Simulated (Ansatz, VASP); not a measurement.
## NaCdI3: VASP beside Ansatz

File POSCAR:

```
NaCdI3
1.0
    5.8585649045      0.0000000000      0.0000000000
    0.0000000000      5.8585649045      0.0000000000
    0.0000000000      0.0000000000      5.8585649045
Na Cd I
1 1 3
Direct
    0.0000000000      0.0000000000      0.0000000000
    0.5000000000      0.5000000000      0.5000000000
    0.5000000000      0.5000000000      0.0000000000
    0.5000000000      0.0000000000      0.5000000000
    0.0000000000      0.5000000000      0.5000000000
```

Contents of INCAR.step1:

```
SYSTEM = NaCdI3
  PREC = Accurate
  ENCUT = 520
  ISMEAR = -1
  SIGMA = 0.02
  LREAL = .False.
  LASPH = .True.
  NELM = 60
  NBANDS = 28
  GGA = PE
  ALGO = Normal
  EDIFF = 1E-4
  LWAVE = .True.
  LCHARG = .False.
```

File INCAR.step2:

```
SYSTEM = NaCdI3
  PREC = Accurate
  ENCUT = 520
  EDIFF = 1E-7
  ISMEAR = -1
  SIGMA = 0.02
  LREAL = .False.
  LASPH = .True.
  NELM = 60
  ALGO = Normal
  ISIF = 2
  LWAVE = .False.
  LCHARG = .False.
  METAGGA = R2SCAN
  LMIXTAU = .True.
  NBANDS = 28
  ISTART = 1
```

The input KPOINTS:

```
Automatic mesh
0
Gamma
  4 4 4
  0 0 0
```

Input for Ansatz:

```yaml
crystal:
  lattice:
    - [5.8585649045, 0.0, 0.0]
    - [0.0, 5.8585649045, 0.0]
    - [0.0, 0.0, 5.8585649045]
  atoms:
    - { symbol: Na, position: [0.0, 0.0, 0.0] }
    - { symbol: Cd, position: [0.5, 0.5, 0.5] }
    - { symbol: I, position: [0.5, 0.5, 0.0] }
    - { symbol: I, position: [0.5, 0.0, 0.5] }
    - { symbol: I, position: [0.0, 0.5, 0.5] }
kpoints:
  mp_grid: { grid: [4, 4, 4] }
hamiltonian:
  xc: r2scan
scf:
  occupations: { method: fermi_dirac, width: 0.02 }
  n_extra_bands: 5
output:
  forces: true
  stress: true
  eigenvalues: true
```

Alike in both runs: task single point; functional r2SCAN; k mesh 4 × 4 × 4; occupations fermi-dirac, width 0.02 eV; no spin polarisation.

```csv
,VASP,Ansatz
version,VASP 6.6.1,Ansatz 0.2.0
potentials or method,"VASP PAW PBE potentials, release 64 (Na_pv, Cd, I)","plane waves, PAW"
plane-wave cutoff (eV),520,500
valence electrons in the cell,40,80
```

```csv
,VASP,Ansatz,Ansatz less VASP
pressure (GPa),0.8,0.7,-0.08
```

VASP's potentials were made for PBE, not for r2SCAN. The functional is the same, so the differences come from potentials, cutoffs and numerics. VASP's potentials hold 40 valence electrons a cell and Ansatz's 80, so a difference there can come from the potentials and not from the codes.

Neither program's run includes spin-orbit coupling.
